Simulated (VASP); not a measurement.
# MgGaP (P-62m) in VASP: single point with PBE

Aim: the single point of MgGaP with PBE.

Everything below comes from runs of VASP 6.6.1. Logs are shortened: lines on timing, memory, paths and dates and some standing lists are left out, and cuts for length are marked.

## Step 1: The cell of the first run

It takes space group P-62m (No. 189, hexagonal). Conventional cell: a = 6.896 Å, b = 6.896 Å, c = 4.167 Å, α = 90.00°, β = 90.00°, γ = 120.00°. Within 3.1 Å of Ga (site symmetry -62m) lie 3 P at 2.37 Å and 6 Mg at 2.74 Å. Ga (site symmetry -6) has 3 Mg at 2.60 Å and 6 P at 3.08 Å within 3.4 Å. Mg (site symmetry m2m) has 4 Ga at 2.60 to 2.74 Å and 6 P at 2.98 to 3.45 Å and 2 Mg at 3.08 Å within 3.5 Å. Within 3.1 Å of P (site symmetry m2m) lie 5 Ga at 2.37 to 3.08 Å and 4 Mg at 2.98 Å.

## Step 2: Single point, PBE

INCAR reads:

```
PREC = Accurate
ENCUT = 520
EDIFF = 1E-6
ISMEAR = -1
SIGMA = 0.0258
LREAL = F
LASPH = T
NELM = 100
ALGO = Normal
ISIF = 2
LWAVE = F
LCHARG = F
GGA = PE
NBANDS = 40
```

KPOINTS reads:

```
regular mesh
0
Gamma
  6 6 8
```

POSCAR reads:

```
MgGaP
1.0
    3.4478709948      5.9718877410      0.0000000000
   -3.4478709948      5.9718877410      0.0000000000
    0.0000000000      0.0000000000      4.1665790000
Ga Mg P
3 3 3
Direct
    0.0000000000      0.0000000000      0.0000000000
    0.3333333333      0.3333333333      0.5000000000
    0.6666666667      0.6666666667      0.5000000000
    0.7424769114      0.2575230886      0.5000000000
    0.2575230886      0.0000000000      0.5000000000
    0.0000000000      0.7424769114      0.5000000000
    0.3436203639      0.6563796361      0.0000000000
    0.6563796361      0.0000000000      0.0000000000
    0.0000000000      0.3436203639      0.0000000000
```

Potentials or basis: VASP PAW PBE potentials, release 64 (Ga_d, Mg, P).

Run with:

```console
> cat potpaw_PBE.64/Ga_d/POTCAR potpaw_PBE.64/Mg/POTCAR potpaw_PBE.64/P/POTCAR > POTCAR
> mpirun -np 1 vasp_std > vasp.out
```

OUTCAR:

```text
PREC = Accurate
   ENCUT = 520
   EDIFF = 1E-6
   ISMEAR = -1
   LREAL = F
   LASPH = T
   NELM = 100
   ISIF = 2
   GGA = PE

 ion  position               nearest neighbor table
   1  0.000  0.000  0.000-   7 2.37   8 2.37   9 2.37   4 2.74   4 2.74   5 2.74   6 2.74   5 2.74
                             6 2.74
   2  0.333  0.333  0.500-   5 2.60   6 2.60   4 2.60
   3  0.667  0.667  0.500-   6 2.60   5 2.60   4 2.60
   4  0.742  0.258  0.500-   2 2.60   3 2.60   1 2.74   1 2.74   9 2.98   8 2.98   8 2.98   9 2.98
                             5 3.08   6 3.08
   5  0.258  0.000  0.500-   2 2.60   3 2.60   1 2.74   1 2.74   9 2.98   9 2.98   7 2.98   7 2.98
                             4 3.08   6 3.08
   6  0.000  0.742  0.500-   3 2.60   2 2.60   1 2.74   1 2.74   8 2.98   8 2.98   7 2.98   7 2.98
                             4 3.08   5 3.08
   7  0.344  0.656  0.000-   1 2.37   5 2.98   6 2.98   5 2.98   6 2.98
   8  0.656  0.000  0.000-   1 2.37   6 2.98   6 2.98   4 2.98   4 2.98
   9  0.000  0.344  0.000-   1 2.37   5 2.98   5 2.98   4 2.98   4 2.98

  LATTYP: Found a hexagonal cell.
 ALAT       =     6.8957419897
 C/A-ratio  =     0.6042248980

  Lattice vectors:

 A1 = (   3.4478709948,  -5.9718877410,   0.0000000000)
 A2 = (   3.4478709948,   5.9718877410,   0.0000000000)
 A3 = (   0.0000000000,   0.0000000000,   4.1665790000)

Analysis of symmetry for initial positions (statically):
=====================================================================
 Subroutine PRICEL returns:
 Original cell was already a primitive cell.

 Routine SETGRP: Setting up the symmetry group for a
 hexagonal supercell.

 Subroutine GETGRP returns: Found 12 space group operations
 (whereof 12 operations were pure point group operations)
 out of a pool of 24 trial point group operations.

The static configuration has the point symmetry D_3h.

Analysis of symmetry for dynamics (positions and initial velocities):
=====================================================================
 Subroutine PRICEL returns:
 Original cell was already a primitive cell.

 Routine SETGRP: Setting up the symmetry group for a
 hexagonal supercell.

 Subroutine GETGRP returns: Found 12 space group operations
 (whereof 12 operations were pure point group operations)
 out of a pool of 24 trial point group operations.

The dynamic configuration has the point symmetry D_3h.

 Subroutine INISYM returns: Found 12 space group operations
 (whereof 12 operations are pure point group operations),
 and found     1 'primitive' translations
[... 116 lines left out ...]
   ISYM   =      2    0-nonsym 1-usesym 2-fastsym
   POTIM  = 0.5000    time-step for ionic-motion
   TEBEG  =    0.0;   TEEND  =   0.0 temperature during run
   PSTRESS=    0.0 pullay stress
   NELECT =      60.0000    total number of electrons
   NUPDOWN=      -1.0000    fix difference up-down
   EMIN   =  10.00;   EMAX   =-10.00  energy-range for DOS
   EFERMI =   0.00;   METHOD = LEGACY
   ISMEAR =    -1;   SIGMA  =   0.03  broadening in eV -4-tet -1-fermi 0-gaus
   EFERMI_NEDOS =   21; number of points for ismear=-14 and -15
   IALGO  =     38    algorithm
   IMIX   =      4    mixing-type and parameters
     AMIX     =   0.40;   BMIX     =  1.00
     AMIX_MAG =   1.60;   BMIX_MAG =  1.00
  volume/ion in A,a.u.               =      19.06       128.65
  Fermi-wavevector in a.u.,A,eV,Ry     =   1.153368  2.179549 18.099250  1.330257
  Thomas-Fermi vector in A             =   2.290012
   LORBIT       =      0    0 simple, 1 ext, 2 COOP (PROOUT), +10 PAW based schemes
   GGA     = PE    functional components
   LHFCALC =     F    Hartree Fock is set to
   AEXX    =    0.0000 exact exchange contribution
   IVDW    =     0    specifies the selected vdW correction
   LEPSILON=     F    determine dielectric tensor
   LRPA    =     F    only Hartree local field effects (RPA)
 non-spin polarized calculation
  energy-cutoff  :      520.00
  volume of cell :      171.58
 maximum number of plane-waves:      4644
 NGX is ok and might be reduce to    54
   NGX = 25   NGY = 25   NGZ = 15

 number of electron      59.9999966 magnetization

 Free energy of the ion-electron system (eV)
  ---------------------------------------------------
  ext. energy  EPLUGINS =         0.00000000
  ---------------------------------------------------
  free energy    TOTEN  =       -28.41144442 eV

  energy without entropy =      -28.40739776  energy(sigma->0) =      -28.40942109

 E-fermi :   5.0157     XC(G=0):  -9.9620

 val. band max:        4.9970150563   @ k =   0.3333   0.0000   0.5000
 cond. band min:       5.0492866337   @ k =   0.3333   0.0000   0.1250
 fundamental gap:      0.0522715775
 Fermi energy:         5.0156958485

 k-point     1 :       0.0000    0.0000    0.0000
  band No.  band energies     occupation
      1     -10.3054      2.00000
      2     -10.2719      2.00000
      3     -10.2719      2.00000
      4     -10.2419      2.00000
      5     -10.2419      2.00000
      6      -9.8665      2.00000
[... 1021 lines left out ...]
     39       9.5555      0.00000
     40       9.9390      0.00000

 [... further k-points ...]

------------------------ aborting loop because EDIFF is reached ----------------------------------------

  FORCE on cell =-STRESS in cart. coord.  units (eV):
  Direction    XX          YY          ZZ          XY          YZ          ZX
  --------------------------------------------------------------------------------------
  -------------------------------------------------------------------------------------
  Total        5.6348344      5.6348344     -4.0078005     -0.0000000      0.0000000     -0.0000000
  in kB       52.6161999     52.6161999    -37.4235012     -0.0000000      0.0000000     -0.0000000
  external PRESSURE =      22.6029662 kB  Pullay stress =       0.0000000 kB

 VOLUME and BASIS-vectors are now :
 -----------------------------------------------------------------------------
  energy-cutoff  :      520.00
  volume of cell :      171.58
      direct lattice vectors                 reciprocal lattice vectors
     3.447870995  5.971887741  0.000000000     0.145017027  0.083725619  0.000000000
    -3.447870995  5.971887741  0.000000000    -0.145017027  0.083725619  0.000000000
     0.000000000  0.000000000  4.166579000     0.000000000  0.000000000  0.240005050

 POSITION                                       TOTAL-FORCE (eV/Angst)
 -----------------------------------------------------------------------------------
      0.00000      0.00000      0.00000        -0.000000      0.000000      0.000000
      0.00000      3.98126      2.08329        -0.000000      0.000000      0.000000
      0.00000      7.96252      2.08329        -0.000000      0.000000      0.000000
      1.67206      5.97189      2.08329         0.008380      0.000000      0.000000
      0.88791      1.53790      2.08329        -0.004190     -0.007257      0.000000
     -2.55996      4.43399      2.08329        -0.004190      0.007257      0.000000
     -1.07835      5.97189      0.00000        -0.013604      0.000000      0.000000
      2.26311      3.91983      0.00000         0.006802      0.011781      0.000000
     -1.18476      2.05206      0.00000         0.006802     -0.011781     -0.000000
 -----------------------------------------------------------------------------------
    total drift:                                0.000012      0.000000     -0.000000

  FREE ENERGIE OF THE ION-ELECTRON SYSTEM (eV)
  ---------------------------------------------------
  free  energy   TOTEN  =       -28.4114444247 eV

  energy  without entropy=      -28.4073977579  energy(sigma->0) =      -28.40942109
```

OSZICAR:

```text
N       E                     dE             d eps       ncg     rms          rms(c)
DAV:   1     0.446570408384E+03    0.44657E+03   -0.26582E+04  3064   0.193E+03
DAV:   2     0.351528619666E+02   -0.41142E+03   -0.39440E+03  3120   0.519E+02
DAV:   3    -0.256267288025E+02   -0.60780E+02   -0.58769E+02  3288   0.142E+02
DAV:   4    -0.290347541835E+02   -0.34080E+01   -0.33814E+01  3672   0.342E+01
DAV:   5    -0.291108724585E+02   -0.76118E-01   -0.76067E-01  3536   0.509E+00    0.634E+00
DAV:   6    -0.284686618558E+02    0.64221E+00   -0.13993E+00  3736   0.741E+00    0.347E+00
DAV:   7    -0.284251104271E+02    0.43551E-01   -0.37382E-01  3312   0.222E+00    0.163E+00
DAV:   8    -0.284128100405E+02    0.12300E-01   -0.60053E-02  3696   0.125E+00    0.244E-01
DAV:   9    -0.284113843354E+02    0.14257E-02   -0.10126E-02  3624   0.718E-01    0.156E-01
DAV:  10    -0.284114492321E+02   -0.64897E-04   -0.11364E-03  3600   0.168E-01    0.720E-02
DAV:  11    -0.284114442812E+02    0.49509E-05   -0.19516E-04  3824   0.661E-02    0.260E-02
DAV:  12    -0.284114440210E+02    0.26015E-06   -0.19795E-05  3304   0.229E-02    0.878E-03
DAV:  13    -0.284114444247E+02   -0.40361E-06   -0.34400E-06  3064   0.812E-03
   1 F= -.28411444E+02 E0= -.28409421E+02  d E =-.404667E-02
```

It took 1.9 min on 1 thread of AMD EPYC 9R45 (Zen 5), shared host; peak memory 0.38 GiB.

Results:

```yaml
Free_energy: -28.4114 eV
Pressure: 2.3 GPa
Largest_force: 0.014 eV/Å
Band_gap_on_the_k_mesh: zero (bands 30 and 31 overlap by 1.55 eV)
```

Forces in eV/Å, atoms in the order of the input:
```
Ga   0.000  0.000  0.000
Ga   0.000  0.000  0.000
Ga   0.000  0.000  0.000
Mg   0.008  0.000  0.000
Mg  -0.004 -0.007  0.000
Mg  -0.004  0.007  0.000
P   -0.014  0.000  0.000
P    0.007  0.012  0.000
P    0.007 -0.012  0.000
```

Stress tensor (GPa, compression positive):
```
 5.26  0.00  0.00
 0.00  5.26  0.00
 0.00  0.00 -3.74
```

Levels at points of the mesh, in eV from the Fermi level:
```
           k point  band 26  band 27  band 28  band 29  band 30  band 31  band 32  band 33  band 34  band 35
(0.00, 0.00, 0.00)    -1.12    -1.07    -1.07     0.71     0.81     0.81     0.91     1.16     1.53     1.53
(0.50, 0.00, 0.00)    -2.06    -2.02    -1.36    -1.20    -0.97     0.94     1.29     1.41     2.04     2.44
(0.00, 0.00, 0.50)    -3.82    -3.42    -1.91    -1.91    -0.45    -0.45     1.21     1.67     3.49     3.49
(0.50, 0.00, 0.50)    -2.29    -1.85    -1.66    -1.43    -1.00     0.18     0.38     1.43     1.68     1.88
```

Caveat: the stress differs along the axes, from -4 to 5 GPa.

The gap in the log of VASP goes by the Fermi energy; the results here count the filled bands.